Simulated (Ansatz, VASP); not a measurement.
**Co in VASP and in Ansatz**

File POSCAR:

```
Co
1.0
    0.0000000000      1.7562444945      1.7562444945
    1.7562444945      0.0000000000      1.7562444945
    1.7562444945      1.7562444945      0.0000000000
Co
1
Direct
    0.0000000000      0.0000000000      0.0000000000
```

File INCAR.step1:

```
  PREC = Accurate
  ENCUT = 520
  ISMEAR = 0
  SIGMA = 0.05
  LREAL = F
  LASPH = T
  NELM = 150
  ISPIN = 2
  MAGMOM = 2.14
  LMAXMIX = 4
  NBANDS = 14
  GGA = PE
  ALGO = Normal
  EDIFF = 1E-4
  LWAVE = T
  LCHARG = F
```

File INCAR.step2:

```
  PREC = Accurate
  ENCUT = 520
  EDIFF = 1E-6
  ISMEAR = 0
  SIGMA = 0.05
  LREAL = F
  LASPH = T
  NELM = 150
  ALGO = Normal
  ISIF = 2
  LWAVE = F
  LCHARG = T
  ISPIN = 2
  MAGMOM = 2.14
  LORBIT = 11
  LMAXMIX = 4
  METAGGA = R2SCAN
  LMIXTAU = T
  LELF = T
  LVHAR = T
  NBANDS = 14
  ISTART = 1
```

File KPOINTS:

```
regular mesh
0
Gamma
  20 20 20
```

Input for Ansatz:

```yaml
crystal:
  lattice:
    - [0.0, 1.7562444945, 1.7562444945]
    - [1.7562444945, 0.0, 1.7562444945]
    - [1.7562444945, 1.7562444945, 0.0]
  atoms:
    - { symbol: Co, position: [0.0, 0.0, 0.0], spin: 2.14 }
basis:
  ecutwfc: 500
  ecutrho_ratio: 4
kpoints:
  mp_grid: { grid: [20, 20, 20] }
  band_path:
    path:
      - [[0.0, 0.0, 0.0], [0.5, 0.0, 0.5], [0.625, 0.25, 0.625]]
      - [[0.375, 0.375, 0.75], [0.0, 0.0, 0.0], [0.5, 0.5, 0.5], [0.5, 0.25, 0.75], [0.5, 0.0, 0.5]]
    npoints: 14
hamiltonian:
  xc: r2scan
scf:
  occupations: { method: gaussian, width: 0.05 }
  n_extra_bands: 11
output:
  forces: true
  stress: true
  eigenvalues: true
  populations: true
  dos: { projected: true, de: 0.02, nscf_kmesh: { grid: [30, 30, 30] } }
  bader: true
magnetization:
  spin_polarized: true
checkpoint:
  read: start.run
  write: ck
  compress: false
  write_wavefunctions: false
  write_every: 100000
```

Alike in both runs: task single point; functional r2SCAN; k mesh 20 × 20 × 20; occupations gaussian, width 0.05 eV; collinear spin.

```csv
,VASP,Ansatz
version,VASP 6.6.1,Ansatz 0.2.0
potentials or method,"VASP PAW PBE potentials, release 64 (Co), cutoff 520 eV","scalar-relativistic, plane waves, PAW"
valence electrons in the cell,9,17
```

```csv
,VASP,Ansatz,Ansatz less VASP
gap on the k mesh at the Fermi level (eV),none,none,-
pressure (GPa),0.0,0.0,0.00
net moment per atom (μB),1.83,1.84,+0.007
size of the moment on the site where the two differ most (μB),1.89,1.95,+0.060
```

VASP's potentials were made for PBE, not for r2SCAN. Site moments also hang on the region over which each program counts them. A gap of «none» marks a metal or a gap that the smearing closes. The functional is the same, so the differences come from potentials, cutoffs and numerics. VASP's potentials hold 9 valence electrons a cell and Ansatz's 17, so a difference there can come from the potentials and not from the codes. Ansatz's warnings: stability check not made.
